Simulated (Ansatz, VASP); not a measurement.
Si in VASP and in Ansatz

Contents of INCAR:

```
  PREC = Accurate
  ENCUT = 520
  EDIFF = 1E-7
  ISMEAR = 0
  SIGMA = 0.1
  LREAL = F
  LASPH = T
  NELM = 60
  ALGO = Normal
  ISIF = 2
  LWAVE = F
  LCHARG = T
  LDIPOL = T
  IDIPOL = 3
  DIPOL = 0.5 0.5 0.500
  GGA = PE
  LELF = T
  LVHAR = T
  LVACPOTAV = T
  NBANDS = 11
```

Contents of KPOINTS:

```
regular mesh
0
Gamma
  15 15 1
```

File POSCAR:

```
Si
1.0
    3.9990000000      0.0000000000      0.0000000000
   -1.9995000000      3.4632355897      0.0000000000
    0.0000000000      0.0000000000     28.0000000000
Si
2
Direct
    0.3333333333      0.6666666667      0.5051071429
    0.6666666667      0.3333333333      0.4948928571
```

Input for Ansatz:

```yaml
crystal:
  lattice:
    - [3.999, 0.0, 0.0]
    - [-1.9995, 3.4632355897, 0.0]
    - [0.0, 0.0, 28.0]
  atoms:
    - { symbol: Si, position: [0.3333333333, 0.6666666667, 0.5051071429] }
    - { symbol: Si, position: [0.6666666667, 0.3333333333, 0.4948928571] }
  periodic: [true, true, false]
basis:
  ecutwfc: 420
kpoints:
  mp_grid: { grid: [15, 15, 1] }
hamiltonian:
  xc: pbe
  pseudopotentials: { kind: paw, azcp: { folder: soft_1 } }
scf:
  occupations: { method: gaussian, width: 0.1 }
output:
  forces: true
  stress: true
  eigenvalues: true
```

Alike in both runs: task single point; functional PBE; k mesh 15 × 15 × 1; occupations gaussian, width 0.1 eV; no spin polarisation.

```csv
,VASP,Ansatz
version,VASP 6.6.1,Ansatz 0.2.0
potentials or method,"VASP PAW PBE potentials, release 64 (Si), cutoff 520 eV","scalar-relativistic, plane waves, PAW"
valence electrons in the cell,8,8
```

|  | VASP | Ansatz | Ansatz less VASP |
| --- | --- | --- | --- |
| gap on the k mesh at the Fermi level (eV) | none | none | - |
| rms of the force components (eV/Å) | 0.026 | 0.026 | -0.0002 |
| work function, face that differs most (eV) | 4.64 | 4.63 | -0.002 |

Atom by atom the forces differ by 0.000 eV/Å (rms over components). A gap of «none» marks a metal or a gap that the smearing closes. With one functional, cell and mesh, what is left measures potentials, basis and numerics.
